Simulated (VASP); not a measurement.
Wanted: the native input for a VASP 6.6.1 run.

| Property | Result |
| --- | --- |
| Task | single point |
| Functional | PBEsol |
| Dispersion | D4 |
| Potentials or basis | VASP PAW PBE potentials, release 64 (W_sv) |
| Cutoff | 520 eV |
| k mesh | 13 × 13 × 13 |
| Occupations | methfessel-paxton, width 0.3 eV |
| Spin | no spin polarisation |
| Dipole correction | no |
| Further INCAR settings | ALGO = Normal; EDIFF = 1e-06; NBANDS = 13 |

The structure of W lies in POSCAR:

```
W
1.0
    0.0000000000      2.0300000000      2.0300000000
    2.0300000000      0.0000000000      2.0300000000
    2.0300000000      2.0300000000      0.0000000000
W
1
Direct
    0.0000000000      0.0000000000      0.0000000000
```

The input as run:

INCAR

```
ALGO = Normal
EDIFF = 1E-6
ENCUT = 520
GGA = PS
ISIF = 2
ISMEAR = 1
IVDW = 13
LASPH = True
LCHARG = True
LELF = True
LREAL = False
LVHAR = True
LWAVE = False
NBANDS = 13
NELM = 60
PREC = Accurate
SIGMA = 0.3
```

KPOINTS

```
k-points
0
Gamma
  13 13 13
```

Potentials or basis: VASP PAW PBE potentials, release 64 (W_sv).

Command:

```bash
$ cat potpaw_PBE.64/W_sv/POTCAR > POTCAR
$ mpirun -np 1 vasp_std > vasp.out
```

Results of the run:

| Quantity | Value |
| --- | --- |
| Pressure | -15.5 GPa |
| Band gap on the k mesh | zero (band 7 reaches 12.73 eV, above the bottom of band 8 at 9.52 eV) |
| Dispersion energy per atom | -0.400 eV |

Caveat: the PAW data sets were made with another functional, which shifts forces and pressure a little; spin-orbit coupling is left out, which moves the levels of the heavy elements; pairwise dispersion overbinds metals, which lowers pressure and volume.

It took 6.2 s on 1 thread of Intel(R) Xeon(R) 6975P-C (Granite Rapids), on a shared host, peak memory 0.15 GiB.
